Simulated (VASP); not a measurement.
Input of a VASP 6.6.1 run:

INCAR

```
PREC = Accurate
ENCUT = 520
EDIFF = 1E-6
ISMEAR = 0
SIGMA = 0.1
LREAL = False
LASPH = True
NELM = 100
ALGO = Normal
ISIF = 2
LWAVE = False
LCHARG = False
GGA = PE
NBANDS = 42
```

Contents of KPOINTS:

```
Automatic mesh
0
Gamma
  4 4 4
```

The input POSCAR:

```
Ca2Ge3N
1.0
    4.9958021400      0.0000000000      0.0000000000
    0.0000000000      4.9958021400      0.0000000000
    0.0000000000      0.0000000000      6.0084924401
Ca Ge N
2 3 1
Direct
    0.0000000000      0.5000000000      0.5000000000
    0.5000000000      0.0000000000      0.5000000000
    0.5000000000      0.5000000000      0.0000000000
    0.0000000000      0.5000000000      0.0000000000
    0.5000000000      0.0000000000      0.0000000000
    0.5000000000      0.5000000000      0.5000000000
```

Potentials or basis: VASP PAW PBE potentials, release 64 (Ca_sv, Ge_d, N).

Run with:

```sh
$ cat potpaw_PBE.64/Ca_sv/POTCAR potpaw_PBE.64/Ge_d/POTCAR potpaw_PBE.64/N/POTCAR > POTCAR
$ mpirun -np 1 vasp_std > vasp.out
```

(1) Predict the band gap on the k mesh.

(2) Predict the pressure.

## Answers

(1) zero (an odd number of electrons rules out a gap without spin polarisation).

(2) 0.3 GPa.

Caveat: an odd number of electrons without spin polarisation forces a metal; a magnetic or distorted state may lie lower.
